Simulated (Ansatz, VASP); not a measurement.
# As: VASP beside Ansatz

INCAR

```
PREC = Accurate
ENCUT = 520
EDIFF = 1E-6
ISMEAR = 0
SIGMA = 0.1
LREAL = F
LASPH = T
NELM = 100
ALGO = Normal
ISIF = 2
LWAVE = F
LCHARG = F
GGA = PE
NBANDS = 8
```

Contents of KPOINTS:

```
Automatic mesh
0
Gamma
  16 16 16
```

Contents of POSCAR:

```
As
1.0
   -1.7756814405      1.7756814405      1.7756814405
    1.7756814405     -1.7756814405      1.7756814405
    1.7756814405      1.7756814405     -1.7756814405
As
1
Direct
    0.0000000000      0.0000000000      0.0000000000
```

Input for Ansatz:

```yaml
crystal:
  lattice:
    - [-1.7756814405, 1.7756814405, 1.7756814405]
    - [1.7756814405, -1.7756814405, 1.7756814405]
    - [1.7756814405, 1.7756814405, -1.7756814405]
  atoms:
    - { symbol: As, position: [0.0, 0.0, 0.0] }
basis:
  ecutwfc: 420
kpoints:
  mp_grid: { grid: [16, 16, 16] }
hamiltonian:
  xc: pbe
scf:
  occupations: { method: gaussian, width: 0.1 }
output:
  forces: true
  stress: true
  eigenvalues: true
```

Alike in both runs: task single point; functional PBE; k mesh 16 × 16 × 16; occupations gaussian, width 0.1 eV; no spin polarisation.

|  | VASP | Ansatz |
| --- | --- | --- |
| version | VASP 6.6.1 | Ansatz 0.2.0 |
| potentials or method | VASP PAW PBE potentials, release 64 (As), cutoff 520 eV | scalar-relativistic, plane waves, PAW |
| valence electrons in the cell | 5 | 15 |

```tsv
	VASP	Ansatz	Ansatz less VASP
gap on the k mesh at the Fermi level (eV)	none	none	-
pressure (GPa)	-9.5	-9.5	+0.01
```

A gap of «none» marks a metal or a gap that the smearing closes. With one functional, cell and mesh, what is left measures potentials, basis and numerics. VASP's potentials hold 5 valence electrons a cell and Ansatz's 15, so a difference there can come from the potentials and not from the codes.
